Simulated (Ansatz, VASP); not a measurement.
Ti: VASP beside Ansatz

The input INCAR:

```
PREC = Accurate
ENCUT = 520
EDIFF = 1E-7
ISMEAR = -1
SIGMA = 0.08
LREAL = False
LASPH = True
NELM = 60
ALGO = Normal
ISIF = 2
LWAVE = False
LCHARG = False
GGA = PE
NBANDS = 12
```

The input KPOINTS:

```
Automatic mesh
0
Gamma
  15 15 14
```

Contents of POSCAR:

```
Ti
1.0
    2.5892329179      0.0000000000      0.0000000000
   -1.2946164590      2.2423414832      0.0000000000
    0.0000000000      0.0000000000      2.5607533448
Ti
1
Direct
    0.0000000000      0.0000000000      0.0000000000
```

Input for Ansatz:

```yaml
crystal:
  lattice:
    - [2.5892329179, 0.0, 0.0]
    - [-1.294616459, 2.2423414832, 0.0]
    - [0.0, 0.0, 2.5607533448]
  atoms:
    - { symbol: Ti, position: [0.0, 0.0, 0.0] }
kpoints:
  mp_grid: { grid: [15, 15, 14] }
scf:
  occupations: { method: fermi_dirac, width: 0.08 }
hamiltonian:
  xc: pbe
  pseudopotentials: { kind: all_electron, lapw: { basis_error: 0.001 } }
output:
  forces: true
  stress: true
  eigenvalues: true
  populations: true
```

Change from the starting cell: volume scaled by 0.84, LAPW.

Alike in both runs: task single point; functional PBE; k mesh 15 × 15 × 14; occupations fermi-dirac, width 0.08 eV; no spin polarisation.

```csv
,VASP,Ansatz
version,VASP 6.6.1,Ansatz 0.2.0
potentials or method,"VASP PAW PBE potentials, release 64 (Ti_sv), cutoff 520 eV","all-electron LAPW, scalar-relativistic"
```

|  | VASP | Ansatz | Ansatz less VASP |
| --- | --- | --- | --- |
| pressure (GPa) | 21.7 | 22.1 | +0.34 |

Ansatz ran all-electron here, and VASP with PAW potentials.
